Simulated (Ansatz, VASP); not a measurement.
C: VASP beside Ansatz

Contents of INCAR:

```
SYSTEM = C
PREC = Accurate
ENCUT = 520
EDIFF = 1E-7
ISMEAR = 0
SIGMA = 0.02
LREAL = .FALSE.
LASPH = .TRUE.
NELM = 100
ALGO = Normal
ISIF = 2
LWAVE = .FALSE.
LCHARG = .FALSE.
GGA = PS
NBANDS = 11
```

The input KPOINTS:

```
regular mesh
0
G
  10 10 10
  0 0 0
```

File POSCAR:

```
C
1.0
    0.0000000000      2.1861634109      2.1861634109
    2.1861634109      0.0000000000      2.1861634109
    2.1861634109      2.1861634109      0.0000000000
C
2
Direct
    0.5000000000      0.5000000000      0.5000000000
    0.7500000000      0.7500000000      0.7500000000
```

Input for Ansatz:

```yaml
crystal:
  lattice:
    - [0.0, 2.1861634109, 2.1861634109]
    - [2.1861634109, 0.0, 2.1861634109]
    - [2.1861634109, 2.1861634109, 0.0]
  atoms:
    - { symbol: C, position: [0.5, 0.5, 0.5] }
    - { symbol: C, position: [0.75, 0.75, 0.75] }
basis:
  ecutwfc: 420
kpoints:
  mp_grid: { grid: [10, 10, 10] }
hamiltonian:
  xc: pbesol
scf:
  occupations: { method: gaussian, width: 0.02 }
output:
  forces: true
  stress: true
  eigenvalues: true
```

Alike in both runs: task single point; functional PBEsol; k mesh 10 × 10 × 10; occupations gaussian, width 0.02 eV; no spin polarisation.

|  | VASP | Ansatz |
| --- | --- | --- |
| version | VASP 6.6.1 | Ansatz 0.2.0 |
| potentials or method | VASP PAW PBE potentials, release 64 (C), cutoff 520 eV | scalar-relativistic, plane waves, PAW |
| valence electrons in the cell | 8 | 8 |

Ansatz gave:

* gap on the k mesh at the Fermi level (eV): 2.29
* least direct gap on the mesh (eV): 2.34
* pressure (GPa): -80.4

Problem. What did VASP give for the same quantities?

Solution. gap on the k mesh at the Fermi level (eV): 2.29; least direct gap on the mesh (eV): 2.36; pressure (GPa): -80.4.

VASP's potentials were made for PBE, not for PBEsol. Both programs put the cell under strong tension, so it lies far from rest at this level.

Noted on VASP's run: the cell as given lies far from equilibrium.
